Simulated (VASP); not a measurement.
Write the native input for VASP 6.6.1 that does the following.

```
Task                   : relaxation of cell and atoms
Functional             : rev-vdW-DF2
Potentials or basis    : VASP PAW PBE potentials, release 64 (Ge_d, Se)
Cutoff                 : 600 eV
k mesh                 : 4 × 8 × 8
Occupations            : gaussian, width 0.03 eV
Spin                   : no spin polarisation
Further INCAR settings : ALGO = Normal; EDIFF = 1e-06; IBRION = 2; EDIFFG = -0.01; NSW = 90; ISIF = 3
```

The structure of GeSe lies in POSCAR:

```
GeSe
1.0
   10.8005883700      0.0000000000      0.0000000000
    0.0000000000      3.9627377700      0.0000000000
    0.0000000000      0.0000000000      4.2180931800
Ge Se
4 4
Direct
    0.1230000000      0.2500000000      0.0910000000
    0.3770000000      0.7500000000      0.5910000000
    0.6230000000      0.2500000000      0.4090000000
    0.8770000000      0.7500000000      0.9090000000
    0.3570000000      0.2500000000      0.0160000000
    0.1430000000      0.7500000000      0.5160000000
    0.8570000000      0.2500000000      0.4840000000
    0.6430000000      0.7500000000      0.9840000000
```

These files were run (other wordings do the same):

INCAR

```
SYSTEM = GeSe
PREC = Accurate
ENCUT = 600
EDIFF = 1E-6
ISMEAR = 0
SIGMA = 0.03
LREAL = .False.
LASPH = .True.
NELM = 80
ALGO = Normal
ISIF = 3
LWAVE = .False.
LCHARG = .False.
GGA = MK
LUSE_VDW = .True.
AGGAC = 0.0
PARAM1 = 0.1234
PARAM2 = 0.711357
ZAB_VDW = -1.8867
IBRION = 2
NSW = 90
EDIFFG = -0.01
KPAR = 2
```

KPOINTS

```
regular mesh
0
Gamma
  4 8 8
  0 0 0
```

Potentials or basis: VASP PAW PBE potentials, release 64 (Ge_d, Se).

Launch:

```sh
$ cat potpaw_PBE.64/Ge_d/POTCAR potpaw_PBE.64/Se/POTCAR > POTCAR
$ mpirun -np 2 vasp_std > vasp.out
```

Results of the run:

| Property | Result |
| --- | --- |
| Relaxed volume | 23.49 Å³/atom |
| Relaxed cell | a = 10.977 Å, b = 3.883 Å, c = 4.408 Å, α = 90.00°, β = 90.00°, γ = 90.00° |
| Space group after relaxing (to 0.1 Å) | Pnma (No. 62) |
| Energy gained by relaxing | 11.0 meV/atom |
| Ionic steps | 27 |
| Pressure after relaxing | 0.0 GPa |
| Largest force after relaxing | 0.006 eV/Å |
| Band gap on the k mesh | 0.68 eV (least direct gap 0.87 eV) |

Caveat: the PAW data sets were made with another functional, which shifts forces and pressure a little.

Wall time 74 min on 2 MPI ranks on Intel(R) Xeon(R) 6975P-C (Granite Rapids) (shared host), peak memory 1.2 GiB a rank.
